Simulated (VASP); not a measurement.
# SiGe2 (P-3m1) in VASP: a series of runs

SiGe2 is run at these levels: PBE; tasks: relaxation of cell and atoms.

Everything below comes from runs of VASP 6.6.1. Logs are shortened: lines on timing, memory, paths and dates and some standing lists are left out, and cuts for length are marked.

## (1) The cell of the first run

Symmetry: P-3m1, No. 164, trigonal system. The conventional cell has a = 2.937 Å, b = 2.937 Å, c = 7.195 Å, α = 90.00°, β = 90.00°, γ = 120.00°. Si (site symmetry -3m) has 6 Ge at 2.94 Å and 6 Si at 2.94 Å within 3.9 Å. Within 3.9 Å of Ge (site symmetry 3m) lie 3 Si at 2.94 Å and 9 Ge at 2.94 Å.

## (2) Relaxation of cell and atoms, PBE

INCAR

```
ALGO = Normal
EDIFF = 1E-7
EDIFFG = -0.01
ENCUT = 500
GGA = PE
GGA_COMPAT = F
IBRION = 2
ISIF = 3
ISMEAR = 0
LASPH = T
LCHARG = F
LREAL = F
LWAVE = F
NELM = 120
NELMIN = 4
NSW = 100
PREC = Accurate
SIGMA = 0.1
```

KPOINTS

```
k-points
0
Gamma
  18 18 8
```

POSCAR

```
SiGe2
1.0
    2.9374052400      0.0000000000      0.0000000000
   -1.4687026200      2.5438675600      0.0000000000
    0.0000000000      0.0000000000      7.1951440100
Si Ge
1 2
Direct
    0.0000000000      0.0000000000      0.5000000000
    0.6666666700      0.3333333300      0.8333333300
    0.3333333300      0.6666666700      0.1666666700
```

Potentials or basis: VASP PAW PBE potentials, release 64 (Si, Ge_d).

Run with:

```sh
> cat potpaw_PBE.64/Si/POTCAR potpaw_PBE.64/Ge_d/POTCAR > POTCAR
> mpirun -np 1 vasp_std > vasp.out
```

OUTCAR:

```text
EDIFF = 1E-7
   EDIFFG = -0.01
   ENCUT = 500
   GGA = PE
   IBRION = 2
   ISIF = 3
   ISMEAR = 0
   LASPH = T
   LREAL = F
   NELM = 120
   NELMIN = 4
   NSW = 100
   PREC = Accurate

 ion  position               nearest neighbor table
   1  0.000  0.000  0.500-   2 2.94   3 2.94   2 2.94   3 2.94   2 2.94   3 2.94
   2  0.667  0.333  0.833-   1 2.94   1 2.94   1 2.94
   3  0.333  0.667  0.167-   1 2.94   1 2.94   1 2.94

  LATTYP: Found a hexagonal cell.
 ALAT       =     2.9374052400
 C/A-ratio  =     2.4494897442

  Lattice vectors:

 A1 = (   2.9374052400,   0.0000000000,   0.0000000000)
 A2 = (  -1.4687026200,   2.5438675600,   0.0000000000)
 A3 = (   0.0000000000,   0.0000000000,   7.1951440100)

Analysis of symmetry for initial positions (statically):
=====================================================================
 Subroutine PRICEL returns:
 Original cell was already a primitive cell.

 Routine SETGRP: Setting up the symmetry group for a
 hexagonal supercell.

 Subroutine GETGRP returns: Found 12 space group operations
 (whereof 12 operations were pure point group operations)
 out of a pool of 24 trial point group operations.

The static configuration has the point symmetry D_3d.

Analysis of symmetry for dynamics (positions and initial velocities):
=====================================================================
 Subroutine PRICEL returns:
 Original cell was already a primitive cell.

 Routine SETGRP: Setting up the symmetry group for a
 hexagonal supercell.

 Subroutine GETGRP returns: Found 12 space group operations
 (whereof 12 operations were pure point group operations)
 out of a pool of 24 trial point group operations.

The dynamic configuration has the point symmetry D_3d.

 Subroutine INISYM returns: Found 12 space group operations
 (whereof 12 operations are pure point group operations),
 and found     1 'primitive' translations

----------------------------------------------------------------------------------------

                                     Primitive cell

  volume of cell :      53.7648

  direct lattice vectors                    reciprocal lattice vectors
     2.937405240  0.000000000  0.000000000     0.340436514  0.196551113  0.000000000
    -1.468702620  2.543867560  0.000000000     0.000000000  0.393102226  0.000000000
     0.000000000  0.000000000  7.195144010     0.000000000  0.000000000  0.138982625

  length of vectors
     2.937405240  2.937405241  7.195144010     0.393102226  0.393102226  0.138982625

[... 107 lines left out ...]
   GGA     = PE    functional components
   LHFCALC =     F    Hartree Fock is set to
   AEXX    =    0.0000 exact exchange contribution
   IVDW    =     0    specifies the selected vdW correction
   LEPSILON=     F    determine dielectric tensor
   LRPA    =     F    only Hartree local field effects (RPA)
 conjugate gradient relaxation of ions
 non-spin polarized calculation
 Gauss-broadening in eV      SIGMA  =   0.10
  energy-cutoff  :      500.00
  volume of cell :       53.76
 maximum number of plane-waves:      1395
 NGX is ok and might be reduce to    24
   NGX = 11   NGY = 11   NGZ = 27

--------------------------------------- Ionic step        1  -------------------------------------------

 number of electron      31.9999966 magnetization

 Free energy of the ion-electron system (eV)
  ---------------------------------------------------
  ext. energy  EPLUGINS =         0.00000000
  ---------------------------------------------------
  free energy    TOTEN  =       -13.05114434 eV

  energy without entropy =      -13.04330481  energy(sigma->0) =      -13.04722457

------------------------ aborting loop because EDIFF is reached ----------------------------------------

  FORCE on cell =-STRESS in cart. coord.  units (eV):
  Direction    XX          YY          ZZ          XY          YZ          ZX
  --------------------------------------------------------------------------------------
  -------------------------------------------------------------------------------------
  Total        0.2739809      0.2739809      0.1323274      0.0000000      0.0000000     -0.0000000
  in kB        8.1645632      8.1645632      3.9433241      0.0000000      0.0000000     -0.0000000
  external PRESSURE =       6.7574835 kB  Pullay stress =       0.0000000 kB
[... 92 lines left out ...]
  FREE ENERGIE OF THE ION-ELECTRON SYSTEM (eV)
  ---------------------------------------------------
  free  energy   TOTEN  =       -13.0980639677 eV

  energy  without entropy=      -13.0899431072  energy(sigma->0) =      -13.09400354

[... ionic steps 4 to 18 ...]

--------------------------------------- Ionic step       19  -------------------------------------------

 number of electron      32.0000011 magnetization

------------------------ aborting loop because EDIFF is reached ----------------------------------------
[... 69 lines left out ...]
--------------------------------------- Ionic step       21  -------------------------------------------

 number of electron      32.0000011 magnetization

 Free energy of the ion-electron system (eV)
  ---------------------------------------------------
  ext. energy  EPLUGINS =         0.00000000
  ---------------------------------------------------
  free energy    TOTEN  =       -13.16163390 eV

  energy without entropy =      -13.15615702  energy(sigma->0) =      -13.15889546

 E-fermi :   6.7084     XC(G=0): -10.7837

 val. band max:        6.7079575810   @ k =   0.4444   0.0556   0.5000
 cond. band min:       6.7244457552   @ k =  -0.2778  -0.3889   0.3750
 fundamental gap:      0.0164881743
 Fermi energy:         6.7083836029

 k-point     1 :       0.0000    0.0000    0.0000
  band No.  band energies     occupation
      1     -17.9666      2.00000
      2     -17.9666      2.00000
      3     -17.9663      2.00000
      4     -17.9663      2.00000
      5     -17.9532      2.00000
      6     -17.9460      2.00000
[... 541 lines left out ...]
     19       9.3057      0.00000
     20      10.3699      0.00000

 [... further k-points ...]

------------------------ aborting loop because EDIFF is reached ----------------------------------------

  FORCE on cell =-STRESS in cart. coord.  units (eV):
  Direction    XX          YY          ZZ          XY          YZ          ZX
  --------------------------------------------------------------------------------------
  -------------------------------------------------------------------------------------
  Total        0.0163688      0.0163688      0.0153330      0.0000000     -0.0000000     -0.0000000
  in kB        0.4601661      0.4601661      0.4310468      0.0000000     -0.0000000     -0.0000000
  external PRESSURE =       0.4504597 kB  Pullay stress =       0.0000000 kB
[... 18 lines left out ...]
  FREE ENERGIE OF THE ION-ELECTRON SYSTEM (eV)
  ---------------------------------------------------
  free  energy   TOTEN  =       -13.1616338997 eV

  energy  without entropy=      -13.1561570211  energy(sigma->0) =      -13.15889546

 reached required accuracy - stopping structural energy minimisation
```

It took 61 min on 1 thread of AMD EPYC 9755, shared host; peak memory 0.35 GiB.

Results:

```yaml
Free_energy: -13.1616 eV
Relaxed_volume: 19.00 Å³/atom
Relaxed_cell: a = 3.042 Å, b = 3.042 Å, c = 7.110 Å, α = 90.00°, β = 90.00°, γ = 120.00°
Space_group_after_relaxing_to_0.1_Å: P-3m1 (No. 164)
Energy_gained_by_relaxing: 36.8 meV/atom
Ionic_steps: 21
Pressure_after_relaxing: 0.0 GPa
Largest_force_after_relaxing: 0.008 eV/Å
Band_gap_on_the_k_mesh: zero (bands 16 and 17 overlap by 7.37 eV)
```

Forces on the atoms (eV/Å):
```
Si   0.000  0.000  0.000
Ge   0.000  0.000  0.008
Ge   0.000  0.000 -0.008
```

The path:
| step | energy change (eV) | largest force (eV/Å) | pressure (GPa) | volume (Å³) |
| --- | --- | --- | --- | --- |
| 1 | 0.0000 | 0.4426 | 0.68 | 53.76 |
| 2 | -0.0186 | 0.3731 | -0.16 | 54.35 |
| 3 | -0.0469 | 0.2749 | -2.17 | 56.15 |
| 4 | -0.0607 | 0.2513 | -1.79 | 55.82 |
| 5 | -0.0884 | 0.1287 | -0.32 | 54.82 |
| 6 | -0.0683 | 0.0843 | 4.04 | 52.85 |
| 7 | -0.0919 | 0.0496 | 0.89 | 54.19 |
| 8 | -0.0920 | 0.0616 | 0.65 | 54.28 |
| 9 | -0.0937 | 0.0505 | 0.54 | 54.46 |
| 10 | -0.0970 | 0.0310 | 0.27 | 55.02 |
| 11 | -0.1040 | 0.0793 | -0.08 | 56.16 |
| 12 | -0.0967 | 0.2055 | -0.25 | 58.46 |
| 13 | -0.1086 | 0.0632 | -0.39 | 56.74 |
| 14 | -0.1101 | 0.0051 | -0.32 | 57.36 |
| 15 | -0.1102 | 0.0251 | -0.30 | 57.20 |
| 16 | -0.1102 | 0.0179 | -0.30 | 57.26 |
| 17 | -0.1071 | 0.1300 | 0.58 | 57.01 |
| 18 | -0.1104 | 0.0026 | -0.15 | 57.22 |
| 19 | -0.1104 | 0.0001 | 0.05 | 56.96 |
| 20 | -0.1105 | 0.0011 | -0.02 | 57.05 |
| 21 | -0.1105 | 0.0077 | 0.05 | 56.99 |

Final structure:
```
Si Ge
1.0
     3.04236    0.00000    0.00000
    -1.52118    2.63476    0.00000
     0.00000    0.00000    7.10987
Si Ge
1 2
Direct
  0.00000 0.00000 0.50000
  0.66667 0.33333 0.78875
  0.33333 0.66667 0.21125
```

## (3) Relaxation of cell and atoms, PBE

This run uses another cell than the first one, of 19.04 Å³/atom.

INCAR

```
SYSTEM = SiGe2
PREC = Accurate
ENCUT = 500
EDIFF = 1E-7
ISMEAR = 0
SIGMA = 0.1
LREAL = .FALSE.
LASPH = .TRUE.
NELM = 120
ALGO = Normal
ISIF = 3
LWAVE = .FALSE.
LCHARG = .FALSE.
GGA = PE
IBRION = 2
NSW = 100
EDIFFG = -0.01
GGA_COMPAT = .FALSE.
NELMIN = 4
```

KPOINTS

```
Automatic mesh
0
G
  18 18 8
  0 0 0
```

POSCAR

```
SiGe2
1.0
    3.0450781608      0.0000000000      0.0000000000
   -1.5225390804      2.6371150438      0.0000000000
    0.0000000000      0.0000000000      7.1137852448
Si Ge
1 2
Direct
    0.0000000000      0.0000000000      0.5000000000
    0.6666666667      0.3333333333      0.7886094332
    0.3333333333      0.6666666667      0.2113905668
```

Potentials or basis: VASP PAW PBE potentials, release 64 (Si, Ge_d).

Run with:

```sh
> cat potpaw_PBE.64/Si/POTCAR potpaw_PBE.64/Ge_d/POTCAR > POTCAR
> mpirun -np 1 vasp_std > vasp.out
```

Wall time 4.4 min (1 thread of AMD EPYC 9755, shared host); peak memory 0.34 GiB.

Results (log left out):

* Free energy: -13.1646 eV
* Pressure after relaxing: -0.1 GPa
* Largest force after relaxing: 0.004 eV/Å
* Band gap on the k mesh: zero (bands 16 and 17 overlap by 7.34 eV)

Forces on the atoms (eV/Å):
```
Si   0.000  0.000  0.000
Ge   0.000  0.000  0.004
Ge   0.000  0.000 -0.004
```

Final structure:
```
Si Ge
1.0
     3.04508    0.00000    0.00000
    -1.52254    2.63712    0.00000
     0.00000    0.00000    7.11379
Si Ge
1 2
Direct
  0.00000 0.00000 0.50000
  0.66667 0.33333 0.78861
  0.33333 0.66667 0.21139
```

Levels at points of the mesh, in eV from the Fermi level:
| k point | band 12 | band 13 | band 14 | band 15 | band 16 | band 17 | band 18 | band 19 | band 20 |
| --- | --- | --- | --- | --- | --- | --- | --- | --- | --- |
| (0.00, 0.00, 0.00) | -10.97 | -8.47 | -1.62 | 0.33 | 5.42 | 5.42 | 6.39 | 6.39 | 8.38 |
| (0.50, 0.00, 0.00) | -8.12 | -5.76 | -4.98 | -3.44 | -2.73 | 1.55 | 2.95 | 3.36 | 3.96 |
| (0.00, 0.00, 0.50) | -11.71 | -6.70 | -4.79 | 4.72 | 5.39 | 5.39 | 6.47 | 6.62 | 6.62 |
| (0.50, 0.00, 0.50) | -7.89 | -6.49 | -5.52 | -1.82 | -1.18 | 0.22 | 0.99 | 1.71 | 3.35 |

Caveat: the relaxation stopped at its first step, so nothing moved.
